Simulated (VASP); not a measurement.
Set up this calculation in VASP 6.6.1, as the native input.

- Task: single point
- Functional: r2SCAN
- Potentials or basis: VASP PAW PBE potentials, release 64 (Ir_sv_GW)
- Cutoff: 620 eV
- k mesh: 4 × 4 × 4
- Occupations: fermi-dirac, width 0.15 eV
- Spin: no spin polarisation
- Dipole correction: no
- Further INCAR settings: ALGO = Normal; EDIFF = 1e-06; NBANDS = 14

The system is Ir.

```
Ir
1.0
     0.00000    1.91560    1.91560
     1.91560    0.00000    1.91560
     1.91560    1.91560    0.00000
Ir
1
Direct
  0.00000 0.00000 0.00000
```

The input as run:

POSCAR

```
Ir
1.0
    0.0000000000      1.9156000000      1.9156000000
    1.9156000000      0.0000000000      1.9156000000
    1.9156000000      1.9156000000      0.0000000000
Ir
1
Direct
    0.0000000000      0.0000000000      0.0000000000
```

INCAR.step1

```
SYSTEM = Ir
ALGO     = Normal         ! electronic algorithm
EDIFF    = 1E-5           ! SCF threshold, eV
ENCUT    = 620            ! plane-wave cutoff, eV
GGA      = PE             ! functional
GGA_COMPAT= .FALSE.      
ISMEAR   = -1             ! smearing method
LASPH    = .TRUE.         ! aspherical terms in the spheres
LCHARG   = .FALSE.        ! write CHGCAR
LREAL    = .FALSE.        ! projectors in reciprocal space
LWAVE    = .TRUE.         ! write WAVECAR
NBANDS   = 14             ! bands
NELM     = 120            ! most SCF steps
PREC     = Accurate       ! precision mode
SIGMA    = 0.15           ! smearing width, eV
```

INCAR.step2

```
SYSTEM = Ir
ALGO     = Normal         ! electronic algorithm
EDIFF    = 1E-6           ! SCF threshold, eV
ENCUT    = 620            ! plane-wave cutoff, eV
GGA_COMPAT= .FALSE.      
ISIF     = 2              ! what is computed and relaxed
ISMEAR   = -1             ! smearing method
ISTART   = 1            
LASPH    = .TRUE.         ! aspherical terms in the spheres
LCHARG   = .TRUE.         ! write CHGCAR
LELF     = .TRUE.         ! ELF
LMIXTAU  = .TRUE.       
LREAL    = .FALSE.        ! projectors in reciprocal space
LVHAR    = .TRUE.       
LWAVE    = .FALSE.        ! write WAVECAR
METAGGA  = R2SCAN         ! meta-GGA
NBANDS   = 14             ! bands
NELM     = 120            ! most SCF steps
PREC     = Accurate       ! precision mode
SIGMA    = 0.15           ! smearing width, eV
```

KPOINTS

```
k-points
0
G
  4 4 4
  0 0 0
```

Potentials or basis: VASP PAW PBE potentials, release 64 (Ir_sv_GW).

Launch:

```console
$ cat potpaw_PBE.64/Ir_sv_GW/POTCAR > POTCAR
$ cp INCAR.step1 INCAR
$ mpirun -np 1 vasp_std > vasp.out
$ cp INCAR.step2 INCAR
$ mpirun -np 1 vasp_std > vasp.out
```

Results of the run:

```
Pressure               : -7.3 GPa
Band gap on the k mesh : zero (an odd number of electrons rules out a gap without spin polarisation)
```

Caveat: the k points lie up to 0.71 Å⁻¹ apart, too coarse for converged energies and pressures of a metal; the PAW data sets were made with another functional, which shifts forces and pressure a little; spin-orbit coupling is left out, which moves the levels of the heavy elements.

It took 18 s on 1 thread of AMD EPYC 7R13 Processor (Zen 3), on a shared host, peak memory 0.11 GiB.
